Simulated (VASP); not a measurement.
# FeO (R-3m) in VASP: a series of runs, part 2 of 2

VASP 6.6.1. The steps go on from the part before.

## (3) Single point, PBE+U, collinear spin, ferromagnetic start

The input, INCAR:

```
PREC = Accurate ; ENCUT = 520
EDIFF = 1E-6 ; ISMEAR = 0
SIGMA = 0.02 ; LREAL = F
LASPH = T ; NELM = 150
ALGO = Normal ; ISIF = 2
LWAVE = F ; LCHARG = F
ISPIN = 2 ; MAGMOM = 3.9 0.17
LORBIT = 11 ; LMAXMIX = 4
LDAU = T ; LDAUTYPE = 2
LDAUL = 2 -1 ; LDAUU = 5.3 0
LDAUJ = 0 0 ; LDAUPRINT = 1
GGA = PE ; NBANDS = 18
```

The input, KPOINTS:

```
Automatic mesh
0
Gamma
  12 12 12
```

The input, POSCAR:

```
FeO
1.0
    1.5845266705      0.9148268997      2.4827937835
   -1.5845266705      0.9148268997      2.4827937835
    0.0000000000     -1.8296537995      2.4827937835
Fe O
1 1
Direct
    0.0000000000      0.0000000000      0.0000000000
    0.5000000000      0.5000000000      0.5000000000
```

Potentials or basis: VASP PAW PBE potentials, release 64 (Fe, O).

Started as:

```console
cat potpaw_PBE.64/Fe/POTCAR potpaw_PBE.64/O/POTCAR > POTCAR
mpirun -np 1 vasp_std > vasp.out
```

OUTCAR:

```text
PREC = Accurate
   ENCUT = 520
   EDIFF = 1E-6
   ISMEAR = 0
   LREAL = F
   LASPH = T
   NELM = 150
   ISIF = 2
   ISPIN = 2
   LORBIT = 11
   GGA = PE

 ion  position               nearest neighbor table
   1  0.000  0.000  0.000-   2 2.21   2 2.21   2 2.21   2 2.21   2 2.21   2 2.21
   2  0.500  0.500  0.500-   1 2.21   1 2.21   1 2.21   1 2.21   1 2.21   1 2.21

  LATTYP: Found a trigonal (rhomboedric) cell.
 ALAT       =     3.0841365076
 COS(alpha) =     0.4720875328

  Lattice vectors:

[... 1259 lines left out ...]
  in kB     -104.7116623   -104.7116623    -73.9089812      0.0000000      0.0000000      0.0000000
  external PRESSURE =     -94.4441020 kB  Pullay stress =       0.0000000 kB

 VOLUME and BASIS-vectors are now :
 -----------------------------------------------------------------------------
  energy-cutoff  :      520.00
  volume of cell :       21.59
      direct lattice vectors                 reciprocal lattice vectors
     1.584526671  0.914826900  2.482793784     0.315551647  0.182183828  0.134257358
    -1.584526671  0.914826900  2.482793784    -0.315551647  0.182183828  0.134257358
     0.000000000 -1.829653799  2.482793784     0.000000000 -0.364367656  0.134257358

 POSITION                                       TOTAL-FORCE (eV/Angst)
 -----------------------------------------------------------------------------------
      0.00000      0.00000      0.00000         0.000000      0.000000     -0.000000
      0.00000     -0.00000      3.72419        -0.000000     -0.000000      0.000000
 -----------------------------------------------------------------------------------
    total drift:                               -0.000000      0.000000     -0.000000

  FREE ENERGIE OF THE ION-ELECTRON SYSTEM (eV)
  ---------------------------------------------------
  free  energy   TOTEN  =       -12.5135896559 eV

  energy  without entropy=      -12.5132781379  energy(sigma->0) =      -12.51343390

 total charge

# of ion       s       p       d       tot
------------------------------------------
    1        0.275   0.320   6.050   6.646
    2        1.553   3.427   0.000   4.980
--------------------------------------------------
tot          1.828   3.747   6.050  11.626

 magnetization (x)

# of ion       s       p       d       tot
------------------------------------------
    1        0.026   0.019   3.802   3.848
    2        0.017   0.144   0.000   0.161
--------------------------------------------------
tot          0.043   0.163   3.802   4.008
```

OSZICAR:

```text
N       E                     dE             d eps       ncg     rms          rms(c)
DAV:   1     0.761095891221E+02    0.76110E+02   -0.68561E+03 14552   0.895E+02
DAV:   2    -0.972617304390E+01   -0.85836E+02   -0.72355E+02 14086   0.204E+02
DAV:   3    -0.150647346865E+02   -0.53386E+01   -0.52761E+01 15662   0.564E+01
[... 11 lines left out ...]
DAV:  15    -0.125134742238E+02   -0.36628E-03   -0.17773E-03 18102   0.365E-01    0.422E-02
DAV:  16    -0.125135753702E+02   -0.10115E-03   -0.50342E-04 16630   0.199E-01    0.193E-02
DAV:  17    -0.125135839341E+02   -0.85639E-05   -0.29057E-05 16662   0.568E-02    0.928E-03
DAV:  18    -0.125135889668E+02   -0.50327E-05   -0.28666E-05 15304   0.313E-02    0.458E-03
DAV:  19    -0.125135896559E+02   -0.68916E-06   -0.39903E-06 11682   0.133E-02
   1 F= -.12513590E+02 E0= -.12513434E+02  d E =-.311518E-03  mag=     4.0011
```

stdout:

```text
POSCAR found type information on POSCAR FeO
 POSCAR found :  2 types and       2 ions
 scaLAPACK will be used
 LDA part: xc-table for (Slater+PW92), standard interpolation
 POSCAR, INCAR and KPOINTS ok, starting setup
 FFT: planning ... GRIDC
 FFT: planning ... GRID_SOFT
 FFT: planning ... GRID
 WAVECAR not read
 entering main loop
```

Run time: 2.3 min. Hardware: 1 thread of Intel Xeon Platinum 8259CL at 2.50GHz (Skylake/Cascade Lake), shared host; peak memory 0.24 GiB.

What came out:

* Free energy: -12.5136 eV
* Pressure: -9.4 GPa
* Band gap on the k mesh: zero (filled and empty bands overlap)
* Net moment: 4.00 μB per cell
* Site moments: Fe +3.85; O +0.16 μB
* Valence electrons inside the program's atomic spheres: Fe 6.65; O 4.98

Levels at points of the mesh, in eV from the Fermi level:
Spin up:
```tsv
k point	band 7	band 8	band 9	band 10	band 11	band 12
(0.00, 0.00, 0.00)	-3.38	-3.38	-3.13	-0.30	14.43	14.43
(0.50, 0.00, 0.00)	-4.54	-1.69	-1.65	3.94	7.58	11.89
(0.50, 0.50, 0.00)	-5.45	-4.55	-4.27	4.57	8.34	9.01
(0.50, 0.50, 0.50)	-4.73	-1.69	-1.69	3.63	8.18	11.40
```
Spin down:
| k point | band 1 | band 2 | band 3 | band 4 | band 5 | band 6 | band 7 | band 8 | band 9 | band 10 |
| --- | --- | --- | --- | --- | --- | --- | --- | --- | --- | --- |
| (0.00, 0.00, 0.00) | -19.61 | -3.07 | -3.07 | -2.83 | -0.91 | -0.91 | 0.43 | 1.87 | 2.21 | 2.21 |
| (0.50, 0.00, 0.00) | -18.62 | -7.43 | -4.48 | -4.04 | 0.29 | 0.38 | 2.73 | 4.08 | 4.10 | 4.38 |
| (0.50, 0.50, 0.00) | -18.49 | -6.38 | -4.23 | -3.94 | -1.55 | 0.40 | 2.38 | 2.74 | 2.95 | 6.11 |
| (0.50, 0.50, 0.50) | -18.52 | -7.09 | -4.37 | -4.37 | 0.16 | 0.16 | 2.75 | 4.12 | 4.20 | 4.20 |

Eigenvalues of the final occupation matrices:
```
    site  spin  trace               eigenvalues
site 1 d     1   4.94  0.97 0.97 0.97 1.01 1.01
site 1 d     2   1.13  0.04 0.08 0.08 0.46 0.46
```

Caveat: the cell stands under tension; a cell with one magnetic atom can't hold antiferromagnetic order, which such compounds often take. The state reached can hang on the start; a lower one may exist.

## (4) Single point, PBE+U, collinear spin, ferromagnetic start (11.01 Å³/atom)

This run uses another cell than the first one, of 11.01 Å³/atom.

The input, INCAR:

```
SYSTEM = FeO
PREC = Accurate
ENCUT = 520
EDIFF = 1E-6
ISMEAR = 0
SIGMA = 0.02
LREAL = .False.
LASPH = .True.
NELM = 150
ALGO = Normal
ISIF = 2
LWAVE = .False.
LCHARG = .False.
ISPIN = 2
MAGMOM = 3.9 0.17
LORBIT = 11
LMAXMIX = 4
LDAU = .True.
LDAUTYPE = 2
LDAUL = 2 -1
LDAUU = 5.3 0
LDAUJ = 0 0
LDAUPRINT = 1
GGA = PE
NBANDS = 18
```

The input, KPOINTS:

```
Automatic mesh
0
Gamma
  12 12 12
  0 0 0
```

The input, POSCAR:

```
FeO
1.0
    1.5943871551      0.9205198532      2.5012226594
   -1.5943871551      0.9205198532      2.5012226594
    0.0000000000     -1.8410397063      2.5012226594
Fe O
1 1
Direct
    0.0000000000      0.0000000000      0.0000000000
    0.5000000000      0.5000000000      0.5000000000
```

Started as:

```console
cat potpaw_PBE.64/Fe/POTCAR potpaw_PBE.64/O/POTCAR > POTCAR
mpirun -np 1 vasp_std > vasp.out
```

Run time: 2.4 min. Hardware: 1 thread of Intel Xeon Platinum 8259CL at 2.50GHz (Skylake/Cascade Lake), shared host; peak memory 0.24 GiB.

The run converged. Its results:

| Item | Value |
| --- | --- |
| Free energy | -12.4857 eV |
| Pressure | -11.8 GPa |
| Band gap on the k mesh | zero (filled and empty bands overlap) |
| Net moment | 4.00 μB per cell |
| Site moments | Fe +3.85; O +0.16 μB |
| Valence electrons inside the program's atomic spheres | Fe 6.62; O 4.97 |

Stress tensor (GPa, compression positive):
```
-12.82   0.00   0.00
  0.00 -12.82   0.00
  0.00   0.00  -9.82
```

Levels at points of the mesh, in eV from the Fermi level:
Spin up:
```
           k point  band 6  band 7  band 8  band 9  band 10  band 11  band 12  band 13
(0.00, 0.00, 0.00)   -6.28   -3.29   -3.29   -3.06    -0.38    14.35    14.35    15.03
(0.50, 0.00, 0.00)   -5.79   -4.53   -1.69   -1.66     3.90     7.43    11.77    12.18
(0.50, 0.50, 0.00)   -5.79   -5.46   -4.44   -4.17     4.45     8.24     8.96    13.40
(0.50, 0.50, 0.50)   -5.64   -4.72   -1.70   -1.70     3.60     8.00    11.29    11.29
```
Spin down:
| k point | band 3 | band 4 | band 5 | band 6 | band 7 | band 8 |
| --- | --- | --- | --- | --- | --- | --- |
| (0.00, 0.00, 0.00) | -2.99 | -2.76 | -0.88 | -0.88 | 0.35 | 1.90 |
| (0.50, 0.00, 0.00) | -4.37 | -3.93 | 0.29 | 0.36 | 2.74 | 4.04 |
| (0.50, 0.50, 0.00) | -4.12 | -3.85 | -1.49 | 0.38 | 2.38 | 2.76 |
| (0.50, 0.50, 0.50) | -4.24 | -4.24 | 0.15 | 0.15 | 2.76 | 4.09 |

Eigenvalues of the final occupation matrices:
```csv
site,spin,trace,eigenvalues
site 1 d,1,4.93,0.97 0.97 0.97 1.01 1.01
site 1 d,2,1.13,0.04 0.08 0.08 0.46 0.46
```

Caveat: the cell stands under tension; a cell with one magnetic atom can't hold antiferromagnetic order, which such compounds often take.
